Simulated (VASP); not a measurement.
# Zr (Im-3m) in VASP: notebook, part 3 of 3

VASP 6.6.1. The steps go on from the part before.

### Step 4. Single point, PBE (volume scaled by 1.01)

INCAR reads:

```
  PREC = Accurate
  ENCUT = 520
  EDIFF = 1E-6
  ISMEAR = -1
  SIGMA = 0.08
  LREAL = False
  LASPH = True
  NELM = 100
  ALGO = Normal
  ISIF = 2
  LWAVE = False
  LCHARG = False
  GGA = PE
  NBANDS = 12
```

KPOINTS reads:

```
regular mesh
0
Gamma
  14 14 14
```

POSCAR reads:

```
Zr
1.0
   -1.8160133332      1.8160133332      1.8160133332
    1.8160133332     -1.8160133332      1.8160133332
    1.8160133332      1.8160133332     -1.8160133332
Zr
1
Direct
    0.0000000000      0.0000000000      0.0000000000
```

Started as:

```
$ cat potpaw_PBE.64/Zr_sv/POTCAR > POTCAR
$ mpirun -np 1 vasp_std > vasp.out
```

Run time: 31 s. Hardware: 1 thread of Intel Xeon 8259CL, shared host; peak memory 0.16 GiB.

It converged, with:

| Property | Result |
| --- | --- |
| Free energy | -8.4424 eV |
| Pressure | -3.8 GPa |
| Band gap on the k mesh | zero (band 6 reaches 9.51 eV, above the bottom of band 7 at 7.78 eV) |

Levels at points of the mesh, in eV from the Fermi level:
```
           k point  band 2  band 3  band 4  band 5  band 6  band 7  band 8  band 9  band 10  band 11
(0.00, 0.00, 0.00)  -26.11  -26.11  -26.11   -5.32    1.11    1.11    1.11    3.50     3.50    12.29
(0.50, 0.00, 0.00)  -26.99  -26.39  -26.11   -2.70   -0.61    1.48    3.48    4.12     6.09     9.88
(0.50, 0.50, 0.50)  -26.71  -26.71  -26.71   -2.41   -2.41    5.45    5.45    5.45     7.19     7.19
```

### Step 5. Single point, PBE (volume scaled by 1.02)

INCAR reads:

```
PREC = Accurate
ENCUT = 520
EDIFF = 1E-6
ISMEAR = -1
SIGMA = 0.08
LREAL = False
LASPH = True
NELM = 60
ALGO = Normal
ISIF = 2
LWAVE = False
LCHARG = False
GGA = PE
NBANDS = 12
```

KPOINTS is that of step 4.

POSCAR reads:

```
Zr
1.0
   -1.8219871043      1.8219871043      1.8219871043
    1.8219871043     -1.8219871043      1.8219871043
    1.8219871043      1.8219871043     -1.8219871043
Zr
1
Direct
    0.0000000000      0.0000000000      0.0000000000
```

Potentials or basis: VASP PAW PBE potentials, release 64 (Zr_sv).

Started as:

```
$ cat potpaw_PBE.64/Zr_sv/POTCAR > POTCAR
$ mpirun -np 1 vasp_std > vasp.out
```

OUTCAR:

```text
PREC = Accurate
   ENCUT = 520
   EDIFF = 1E-6
   ISMEAR = -1
   LREAL = False
   LASPH = True
   NELM = 60
   ISIF = 2
   GGA = PE

 ion  position               nearest neighbor table
   1  0.000  0.000  0.000-

  LATTYP: Found a body centered cubic cell.
 ALAT       =     3.6439742086

  Lattice vectors:

 A1 = (  -1.8219871043,   1.8219871043,   1.8219871043)
 A2 = (   1.8219871043,  -1.8219871043,   1.8219871043)
 A3 = (   1.8219871043,   1.8219871043,  -1.8219871043)

Analysis of symmetry for initial positions (statically):
=====================================================================
 Subroutine PRICEL returns:
 Original cell was already a primitive cell.

 Routine SETGRP: Setting up the symmetry group for a
 body centered cubic supercell.

 Subroutine GETGRP returns: Found 48 space group operations
 (whereof 48 operations were pure point group operations)
 out of a pool of 48 trial point group operations.

The static configuration has the point symmetry O_h .

Analysis of symmetry for dynamics (positions and initial velocities):
=====================================================================
 Subroutine PRICEL returns:
 Original cell was already a primitive cell.

 Routine SETGRP: Setting up the symmetry group for a
 body centered cubic supercell.

 Subroutine GETGRP returns: Found 48 space group operations
 (whereof 48 operations were pure point group operations)
 out of a pool of 48 trial point group operations.

The dynamic configuration has the point symmetry O_h .

 Subroutine INISYM returns: Found 48 space group operations
 (whereof 48 operations are pure point group operations),
 and found     1 'primitive' translations

----------------------------------------------------------------------------------------

                                     Primitive cell
[... 107 lines left out ...]
   IMIX   =      4    mixing-type and parameters
     AMIX     =   0.40;   BMIX     =  1.00
     AMIX_MAG =   1.60;   BMIX_MAG =  1.00
  volume/ion in A,a.u.               =      24.19       163.26
  Fermi-wavevector in a.u.,A,eV,Ry     =   1.295895  2.448887 22.848875  1.679345
  Thomas-Fermi vector in A             =   2.427386
   LORBIT       =      0    0 simple, 1 ext, 2 COOP (PROOUT), +10 PAW based schemes
   GGA     = PE    functional components
   LHFCALC =     F    Hartree Fock is set to
   AEXX    =    0.0000 exact exchange contribution
   IVDW    =     0    specifies the selected vdW correction
   LEPSILON=     F    determine dielectric tensor
   LRPA    =     F    only Hartree local field effects (RPA)
 non-spin polarized calculation
  energy-cutoff  :      520.00
  volume of cell :       24.19
 maximum number of plane-waves:       682
   NGX = 11   NGY = 11   NGZ = 11

 number of electron      12.0000000 magnetization

 Free energy of the ion-electron system (eV)
  ---------------------------------------------------
  ext. energy  EPLUGINS =         0.00000000
  ---------------------------------------------------
  free energy    TOTEN  =        -8.43636022 eV

  energy without entropy =       -8.39385076  energy(sigma->0) =       -8.41510549

 E-fermi :   8.2953     XC(G=0): -10.9040

 val. band max:        8.2769353827   @ k =   0.2857   0.2143   0.0714
 cond. band min:       8.2957652783   @ k =   0.2143   0.2143   0.0000
 fundamental gap:      0.0188298956
 Fermi energy:         8.2952523080

 k-point     1 :       0.0000    0.0000    0.0000
  band No.  band energies     occupation
      1     -40.2825      2.00000
      2     -17.8461      2.00000
      3     -17.8461      2.00000
      4     -17.8461      2.00000
      5       2.9931      2.00000
      6       9.3959      0.00000
      7       9.3959      0.00000
      8       9.3959      0.00000
      9      11.7635      0.00000
     10      11.7635      0.00000
     11      20.5545      0.00000
     12      20.5545      0.00000
[... 331 lines left out ...]
 k-point    24 :       0.3571    0.2857    0.0000
  band No.  band energies     occupation
      1     -40.1386      2.00000
      2     -18.4976      2.00000
      3     -18.3668      2.00000
      4     -17.9515      2.00000
      5       6.9791      2.00000
      6       7.7677      1.99727
      7       8.1200      1.79871
      8      11.9077      0.00000
      9      12.2918      0.00000
     10      16.3843      0.00000
     11      16.8428      0.00000
     12      18.2504      0.00000

 [... further k-points ...]
[... 5 lines left out ...]
  --------------------------------------------------------------------------------------
  -------------------------------------------------------------------------------------
  Total       -0.6793894     -0.6793894     -0.6793894      0.0000000     -0.0000000      0.0000000
  in kB      -44.9918119    -44.9918119    -44.9918119      0.0000000     -0.0000000      0.0000000
  external PRESSURE =     -44.9918119 kB  Pullay stress =       0.0000000 kB

 VOLUME and BASIS-vectors are now :
 -----------------------------------------------------------------------------
  energy-cutoff  :      520.00
  volume of cell :       24.19
      direct lattice vectors                 reciprocal lattice vectors
    -1.821987104  1.821987104  1.821987104     0.000000000  0.274425653  0.274425653
     1.821987104 -1.821987104  1.821987104     0.274425653  0.000000000  0.274425653
     1.821987104  1.821987104 -1.821987104     0.274425653  0.274425653  0.000000000

 POSITION                                       TOTAL-FORCE (eV/Angst)
 -----------------------------------------------------------------------------------
      0.00000      0.00000      0.00000         0.000000     -0.000000      0.000000
 -----------------------------------------------------------------------------------
    total drift:                                0.000000      0.000000     -0.000000

  FREE ENERGIE OF THE ION-ELECTRON SYSTEM (eV)
  ---------------------------------------------------
  free  energy   TOTEN  =        -8.4363602204 eV

  energy  without entropy=       -8.3938507554  energy(sigma->0) =       -8.41510549
```

stdout:

```text
POSCAR found type information on POSCAR Zr
 POSCAR found :  1 types and       1 ions
 scaLAPACK will be used
 LDA part: xc-table for (Slater+PW92), standard interpolation
 POSCAR, INCAR and KPOINTS ok, starting setup
 FFT: planning ... GRIDC
 FFT: planning ... GRID_SOFT
 FFT: planning ... GRID
 WAVECAR not read
 entering main loop
```

It took 28 s on 1 thread of Intel Xeon 8259CL, shared host; peak memory 0.16 GiB.

Results:

* Free energy: -8.4364 eV
* Pressure: -4.5 GPa
* Band gap on the k mesh: zero (band 6 reaches 9.40 eV, above the bottom of band 7 at 7.68 eV)

Levels at points of the mesh, in eV from the Fermi level:
```csv
k point,band 4,band 5,band 6,band 7,band 8,band 9
"(0.00, 0.00, 0.00)",-26.14,-5.30,1.10,1.10,1.10,3.47
"(0.50, 0.00, 0.00)",-26.15,-2.67,-0.60,1.44,3.44,4.08
"(0.50, 0.50, 0.50)",-26.73,-2.38,-2.38,5.38,5.38,5.38
```

### Step 6. The runs side by side

| cell | gap on the mesh (eV) | pressure (GPa) |
| --- | --- | --- |
| a = 3.114 Å, angles 109.5°, 1 atom | none | -1.4 |
| a = 3.125 Å, angles 109.5°, 1 atom | none | -2.2 |
| a = 3.145 Å, angles 109.5°, 1 atom | none | -3.8 |
| a = 3.156 Å, angles 109.5°, 1 atom | none | -4.5 |

Alike in all rows: task single point; level PBE; potentials or basis VASP PAW PBE potentials, release 64 (Zr_sv); no spin polarisation; k mesh 14 × 14 × 14; cutoff (eV) 520; smearing fermi-dirac 0.08 eV.

Total energies depend on the potentials used, so only differences within one code and one set of settings carry meaning.
